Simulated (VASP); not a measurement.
# Ga2BAs3 (P6_3/mmc) in VASP: further runs

Ga2BAs3 is run at these levels: PBE; tasks: single point, relaxation of cell and atoms.

Everything below comes from runs of VASP 6.6.1. Logs are shortened: lines on timing, memory, paths and dates and some standing lists are left out, and cuts for length are marked.

## 1. The cell of the first run

It takes space group P6_3/mmc (No. 194, hexagonal). The conventional cell has a = 5.525 Å, b = 5.525 Å, c = 8.837 Å, α = 90.00°, β = 90.00°, γ = 120.00°. Within 3.0 Å of Ga (site symmetry 3m) lie 3 As at 2.30 Å. Within 3.6 Å of B (site symmetry -3m) lie 6 As at 2.72 Å and 6 Ga at 3.24 Å. Within 3.0 Å of As (site symmetry mm2) lie 2 Ga at 2.30 Å and 2 B at 2.72 Å and 4 As at 2.76 Å.

The cell was built from a structure type or drawn by symmetry, and may not be a known phase.

## 2. Single point, PBE

INCAR reads:

```
ALGO = Normal
EDIFF = 1E-7
ENCUT = 520
GGA = PE
ISIF = 2
ISMEAR = 0
LASPH = True
LCHARG = False
LREAL = False
LWAVE = False
NBANDS = 56
NELM = 100
PREC = Accurate
SIGMA = 0.1
```

KPOINTS reads:

```
k-points
0
Gamma
  6 6 2
```

POSCAR reads:

```
Ga2BAs3
1.0
    5.5246341100      0.0000000000      0.0000000000
   -2.7623170500      4.7844734900      0.0000000000
    0.0000000000      0.0000000000      8.8371798800
Ga B As
4 2 6
Direct
    0.3333333300      0.6666666700      0.0625000000
    0.6666666700      0.3333333300      0.5625000000
    0.3333333300      0.6666666700      0.4375000000
    0.6666666700      0.3333333300      0.9375000000
    0.0000000000      0.0000000000      0.0000000000
    0.0000000000      0.0000000000      0.5000000000
    0.1666699900      0.3333399900      0.2500000000
    0.8333300100      0.1666699900      0.7500000000
    0.6666600100      0.8333300100      0.2500000000
    0.8333300100      0.6666600100      0.7500000000
    0.1666699900      0.8333300100      0.2500000000
    0.3333399900      0.1666699900      0.7500000000
```

Potentials or basis: VASP PAW PBE potentials, release 64 (Ga_d, B, As).

The run is started by

```bash
$ cat potpaw_PBE.64/Ga_d/POTCAR potpaw_PBE.64/B/POTCAR potpaw_PBE.64/As/POTCAR > POTCAR
$ mpirun -np 1 vasp_std > vasp.out
```

OUTCAR:

```text
EDIFF = 1E-7
   ENCUT = 520
   GGA = PE
   ISIF = 2
   ISMEAR = 0
   LASPH = True
   LREAL = False
   NELM = 100
   PREC = Accurate

 ion  position               nearest neighbor table
   1  0.333  0.667  0.062-  11 2.30   9 2.30   7 2.30
   2  0.667  0.333  0.562-   8 2.30  12 2.30  10 2.30
   3  0.333  0.667  0.438-  11 2.30   9 2.30   7 2.30
   4  0.667  0.333  0.938-   8 2.30  12 2.30  10 2.30
   5  0.000  0.000  0.000-
   6  0.000  0.000  0.500-
   7  0.167  0.333  0.250-   1 2.30   3 2.30  11 2.76   9 2.76  11 2.76   9 2.76
   8  0.833  0.167  0.750-   2 2.30   4 2.30  12 2.76  10 2.76  12 2.76  10 2.76
   9  0.667  0.833  0.250-   1 2.30   3 2.30  11 2.76   7 2.76  11 2.76   7 2.76
  10  0.833  0.667  0.750-   2 2.30   4 2.30   8 2.76  12 2.76   8 2.76  12 2.76
  11  0.167  0.833  0.250-   1 2.30   3 2.30   9 2.76   7 2.76   9 2.76   7 2.76
  12  0.333  0.167  0.750-   2 2.30   4 2.30   8 2.76  10 2.76   8 2.76  10 2.76

  LATTYP: Found a hexagonal cell.
 ALAT       =     5.5246341100
 C/A-ratio  =     1.5995955033

  Lattice vectors:

 A1 = (   5.5246341100,   0.0000000000,   0.0000000000)
 A2 = (  -2.7623170500,   4.7844734900,   0.0000000000)
 A3 = (   0.0000000000,   0.0000000000,   8.8371798800)

Analysis of symmetry for initial positions (statically):
=====================================================================
 Subroutine PRICEL returns:
 Original cell was already a primitive cell.

 Routine SETGRP: Setting up the symmetry group for a
 hexagonal supercell.

 Subroutine GETGRP returns: Found 24 space group operations
 (whereof 12 operations were pure point group operations)
 out of a pool of 24 trial point group operations.

The static configuration has the point symmetry D_3d.
 The point group associated with its full space group is D_6h.

Analysis of symmetry for dynamics (positions and initial velocities):
=====================================================================
 Subroutine PRICEL returns:
 Original cell was already a primitive cell.

 Routine SETGRP: Setting up the symmetry group for a
 hexagonal supercell.

 Subroutine GETGRP returns: Found 24 space group operations
 (whereof 12 operations were pure point group operations)
 out of a pool of 24 trial point group operations.

The dynamic configuration has the point symmetry D_3d.
 The point group associated with its full space group is D_6h.

 Subroutine INISYM returns: Found 24 space group operations
 (whereof 12 operations are pure point group operations),
 and found     1 'primitive' translations

----------------------------------------------------------------------------------------

                                     Primitive cell

  volume of cell :     233.5885

  direct lattice vectors                    reciprocal lattice vectors
     5.524634110  0.000000000  0.000000000     0.181007462  0.104504707  0.000000000
    -2.762317050  4.784473490  0.000000000     0.000000000  0.209009414  0.000000000
     0.000000000  0.000000000  8.837179880     0.000000000  0.000000000  0.113158271

  length of vectors
     5.524634110  5.524634111  8.837179880     0.209009414  0.209009414  0.113158271

  position of ions in fractional coordinates (direct lattice)
     0.333333330  0.666666670  0.062500000
     0.666666670  0.333333330  0.562500000
     0.333333330  0.666666670  0.437500000
     0.666666670  0.333333330  0.937500000
     0.000000000  0.000000000  0.000000000
     0.000000000  0.000000000  0.500000000
     0.166669990  0.333339990  0.250000000
     0.833330010  0.166669990  0.750000000
     0.666660010  0.833330010  0.250000000
     0.833330010  0.666660010  0.750000000
     0.166669990  0.833330010  0.250000000
     0.333339990  0.166669990  0.750000000

  ion indices of the primitive-cell ions
   primitive index   ion index
                 1           1
                 2           2
                 3           3
                 4           4
                 5           5
                 6           6
                 7           7
                 8           8
                 9           9
                10          10
                11          11
                12          12

----------------------------------------------------------------------------------------

 KPOINTS: k-points

Automatic generation of k-mesh.
 Grid dimensions read from file:
 generate k-points for:    6    6    2

 Generating k-lattice:

  Cartesian coordinates                     Fractional coordinates (reciprocal lattice)
     0.030167910  0.017417451  0.000000000     0.166666667 -0.000000000  0.000000000
     0.000000000  0.034834902  0.000000000     0.000000000  0.166666667  0.000000000
     0.000000000  0.000000000  0.056579136     0.000000000  0.000000000  0.500000000

  Length of vectors
     0.034834902  0.034834902  0.056579136

  Shift w.r.t. Gamma in fractional coordinates (k-lattice)
     0.000000000  0.000000000  0.000000000

 Subroutine IBZKPT returns following result:
 ===========================================

 Found     14 irreducible k-points:

 Following reciprocal coordinates:
            Coordinates               Weight
  0.000000  0.000000  0.000000      1.000000
  0.166667 -0.000000  0.000000      6.000000
  0.333333  0.000000  0.000000      6.000000
  0.500000  0.000000  0.000000      3.000000
  0.166667  0.166667  0.000000      6.000000
  0.333333  0.166667  0.000000     12.000000
  0.333333  0.333333  0.000000      2.000000
  0.000000  0.000000  0.500000      1.000000
  0.166667 -0.000000  0.500000      6.000000
  0.333333  0.000000  0.500000      6.000000
  0.500000  0.000000  0.500000      3.000000
  0.166667  0.166667  0.500000      6.000000
  0.333333  0.166667  0.500000     12.000000
  0.333333  0.333333  0.500000      2.000000
   k-points           NKPTS =     14   k-points in BZ     NKDIM =     14   number of bands    NBANDS=     56
   number of dos      NEDOS =    301   number of ions     NIONS =     12
   total plane-waves  NPLWV = 123480
   dimension x,y,z NGX =    42 NGY =   42 NGZ =   70
   dimension x,y,z NGXF=    84 NGYF=   84 NGZF=  140
   ions per type =               4   2   6
   NGX,Y,Z   is equivalent  to a cutoff of  12.64, 12.64, 13.17 a.u.
   NGXF,Y,Z  is equivalent  to a cutoff of  25.28, 25.28, 26.34 a.u.
 SYSTEM =  unknown system
   PREC   = accura    normal or accurate (medium, high low for compatibility)
   ISTART =      0    job   : 0-new  1-cont  2-samecut
   ICHARG =      2    charge: 1-file 2-atom 10-const
   ISPIN  =      1    spin polarized calculation?
   LNONCOLLINEAR =      F non collinear calculations
   LSORBIT =      F    spin-orbit coupling
   LASPH  =      T    aspherical Exc in radial PAW
   ENCUT  =  520.0 eV  38.22 Ry    6.18 a.u.  10.27 10.27 16.43*2*pi/ulx,y,z
   NELM   =    100;   NELMIN=  2; NELMDL= -5     # of ELM steps
   EDIFF  = 0.1E-06   stopping-criterion for ELM
   LREAL  =      F    real-space projection
   EDIFFG = 0.1E-05   stopping-criterion for IOM
   NSW    =      0    number of steps for IOM
   IBRION =     -1    ionic relax: 0-MD 1-quasi-New 2-CG
   NFREE  =      0    steps in history (QN), initial steepest desc. (CG)
   ISIF   =      2    stress and relaxation
   ISYM   =      2    0-nonsym 1-usesym 2-fastsym
   POTIM  = 0.5000    time-step for ionic-motion
   TEBEG  =    0.0;   TEEND  =   0.0 temperature during run
   PSTRESS=    0.0 pullay stress
   NELECT =      88.0000    total number of electrons
   NUPDOWN=      -1.0000    fix difference up-down
   EMIN   =  10.00;   EMAX   =-10.00  energy-range for DOS
   EFERMI =   0.00;   METHOD = LEGACY
   ISMEAR =     0;   SIGMA  =   0.10  broadening in eV -4-tet -1-fermi 0-gaus
   EFERMI_NEDOS =   21; number of points for ismear=-14 and -15
   IALGO  =     38    algorithm
   IMIX   =      4    mixing-type and parameters
     AMIX     =   0.40;   BMIX     =  1.00
     AMIX_MAG =   1.60;   BMIX_MAG =  1.00
  volume/ion in A,a.u.               =      19.47       131.36
  Fermi-wavevector in a.u.,A,eV,Ry     =   1.182366  2.234348 19.020800  1.397989
  Thomas-Fermi vector in A             =   2.318622
   LORBIT       =      0    0 simple, 1 ext, 2 COOP (PROOUT), +10 PAW based schemes
   GGA     = PE    functional components
   LHFCALC =     F    Hartree Fock is set to
   AEXX    =    0.0000 exact exchange contribution
   IVDW    =     0    specifies the selected vdW correction
   LEPSILON=     F    determine dielectric tensor
   LRPA    =     F    only Hartree local field effects (RPA)
 non-spin polarized calculation
 Gauss-broadening in eV      SIGMA  =   0.10
  energy-cutoff  :      520.00
  volume of cell :      233.59
 maximum number of plane-waves:      6327
 NGX is ok and might be reduce to    42
   NGX = 21   NGY = 21   NGZ = 33

 number of electron      88.0000033 magnetization

 Free energy of the ion-electron system (eV)
  ---------------------------------------------------
  ext. energy  EPLUGINS =         0.00000000
  ---------------------------------------------------
  free energy    TOTEN  =       -38.32569986 eV

  energy without entropy =      -38.30015804  energy(sigma->0) =      -38.31292895

 E-fermi :   5.1377     XC(G=0): -10.0430

 val. band max:        5.1332036885   @ k =   0.3333   0.0000   0.0000
 cond. band min:       5.1804309536   @ k =   0.3333   0.0000   0.0000
 fundamental gap:      0.0472272650
 Fermi energy:         5.1377378549

 k-point     1 :       0.0000    0.0000    0.0000
  band No.  band energies     occupation
      1     -10.8393      2.00000
      2     -10.7384      2.00000
      3     -10.4770      2.00000
      4     -10.4770      2.00000
      5     -10.4716      2.00000
      6     -10.4716      2.00000
[... 815 lines left out ...]
     55       7.6367      0.00000
     56       7.6367      0.00000

------------------------ aborting loop because EDIFF is reached ----------------------------------------

  FORCE on cell =-STRESS in cart. coord.  units (eV):
  Direction    XX          YY          ZZ          XY          YZ          ZX
  --------------------------------------------------------------------------------------
  -------------------------------------------------------------------------------------
  Total       19.3645053     19.3645054     33.6122221      0.0000000      0.0000000     -0.0000000
  in kB      132.8206563    132.8206566    230.5453880      0.0000001      0.0000000     -0.0000000
  external PRESSURE =     165.3955669 kB  Pullay stress =       0.0000000 kB

 VOLUME and BASIS-vectors are now :
 -----------------------------------------------------------------------------
  energy-cutoff  :      520.00
  volume of cell :      233.59
      direct lattice vectors                 reciprocal lattice vectors
     5.524634110  0.000000000  0.000000000     0.181007462  0.104504707  0.000000000
    -2.762317050  4.784473490  0.000000000     0.000000000  0.209009414  0.000000000
     0.000000000  0.000000000  8.837179880     0.000000000  0.000000000  0.113158271

 POSITION                                       TOTAL-FORCE (eV/Angst)
 -----------------------------------------------------------------------------------
     -0.00000      3.18965      0.55232        -0.000000     -0.000000     -5.342612
      2.76232      1.59482      4.97091        -0.000000     -0.000000     -5.342612
     -0.00000      3.18965      3.86627        -0.000000     -0.000000      5.342612
      2.76232      1.59482      8.28486        -0.000000     -0.000000      5.342612
      0.00000      0.00000      0.00000        -0.000000     -0.000000     -0.000000
      0.00000      0.00000      4.41859        -0.000000     -0.000000     -0.000000
     -0.00000      1.59486      2.20929        -0.000000     -4.238657     -0.000000
      4.14345      0.79743      6.62788         3.670784     -2.119328     -0.000000
      1.38113      3.98705      2.20929         3.670784      2.119328     -0.000000
      2.76232      3.18962      6.62788         0.000000      4.238657     -0.000000
     -1.38113      3.98705      2.20929        -3.670784      2.119328     -0.000000
      1.38119      0.79743      6.62788        -3.670784     -2.119328     -0.000000
 -----------------------------------------------------------------------------------
    total drift:                                0.000000     -0.000000      0.000000

  FREE ENERGIE OF THE ION-ELECTRON SYSTEM (eV)
  ---------------------------------------------------
  free  energy   TOTEN  =       -38.3256998629 eV

  energy  without entropy=      -38.3001580390  energy(sigma->0) =      -38.31292895
```

It took 2.5 min on 1 thread of AMD EPYC 9R45 (Zen 5), shared host; peak memory 0.4 GiB.

Results:

```yaml
Free_energy: -38.3257 eV
Pressure: 16.5 GPa
Largest_force: 5.343 eV/Å
Band_gap_on_the_k_mesh: zero (bands 44 and 45 overlap by 1.67 eV)
```

Forces on the atoms (eV/Å):
```
Ga   0.000  0.000 -5.343
Ga   0.000  0.000 -5.343
Ga   0.000  0.000  5.343
Ga   0.000  0.000  5.343
B    0.000  0.000  0.000
B    0.000  0.000  0.000
As   0.000 -4.239  0.000
As   3.671 -2.119  0.000
As   3.671  2.119  0.000
As   0.000  4.239  0.000
As  -3.671  2.119  0.000
As  -3.671 -2.119  0.000
```

Levels at points of the mesh, in eV from the Fermi level:
```tsv
k point	band 42	band 43	band 44	band 45	band 46	band 47
(0.00, 0.00, 0.00)	-2.05	-1.52	0.48	0.66	0.66	1.55
(0.50, 0.00, 0.00)	-1.52	-1.34	-1.31	-1.20	-1.04	-0.25
(0.00, 0.00, 0.50)	-2.40	-0.30	-0.30	0.43	0.43	0.43
(0.50, 0.00, 0.50)	-1.76	-1.05	-1.05	-0.93	-0.93	0.51
```

Caveat: the cell stands under pressure; forces of over 1 eV/Å act on the atoms, so gaps and moduli don't describe the material at rest.

(Part 1 of 2 ends here.)
